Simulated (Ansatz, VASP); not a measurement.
# One calculation of Ga, two programs

Contents of INCAR:

```
PREC = Accurate
ENCUT = 520
EDIFF = 1E-7
ISMEAR = -1
SIGMA = 0.1
LREAL = F
LASPH = T
NELM = 60
ALGO = Normal
ISIF = 2
LWAVE = F
LCHARG = T
GGA = RE
LELF = T
LVHAR = T
NBANDS = 20
```

File KPOINTS:

```
regular mesh
0
Gamma
  13 13 8
```

Contents of POSCAR:

```
Ga
1.0
    3.0620062595      0.0000000000      0.0000000000
   -1.5310031298      2.6517752072      0.0000000000
    0.0000000000      0.0000000000      4.8319338860
Ga
2
Direct
    0.3333333333      0.6666666667      0.2500000000
    0.6666666667      0.3333333333      0.7500000000
```

Input for Ansatz:

```yaml
crystal:
  lattice:
    - [3.0620062595, 0.0, 0.0]
    - [-1.5310031298, 2.6517752072, 0.0]
    - [0.0, 0.0, 4.831933886]
  atoms:
    - { symbol: Ga, position: [0.3333333333, 0.6666666667, 0.25] }
    - { symbol: Ga, position: [0.6666666667, 0.3333333333, 0.75] }
hamiltonian:
  xc: revpbe
  pseudopotentials:
    kind: paw
    azcp:
      Ga: "pseudopotentials/Ga.paw.azcp"
basis:
  ecutwfc: 420
  fft_grid_basis: typed
kpoints:
  mp_grid: { grid: [13, 13, 8], shift: [0, 0, 0] }
magnetization:
  spin_polarized: false
scf:
  occupations: { method: fermi_dirac, width: 0.1 }
  lower_state_search: "off"
output:
  stress: true
```

Alike in both runs: task single point; functional revPBE; k mesh 13 × 13 × 8; occupations fermi-dirac, width 0.1 eV; no spin polarisation.

```csv
,VASP,Ansatz
version,VASP 6.6.1,Ansatz 0.2.0
potentials or method,"VASP PAW PBE potentials, release 64 (Ga_d), cutoff 520 eV","plane waves (420 eV) with PAW, scalar-relativistic"
valence electrons in the cell,26,26
```

```csv
,VASP,Ansatz,Ansatz less VASP
pressure (GPa),0.1,0.0,-0.10
"traceless stress, the component that is largest in VASP (GPa)",-0.17,-0.18,-0.010
```

VASP's potentials were made for PBE, not for revPBE.
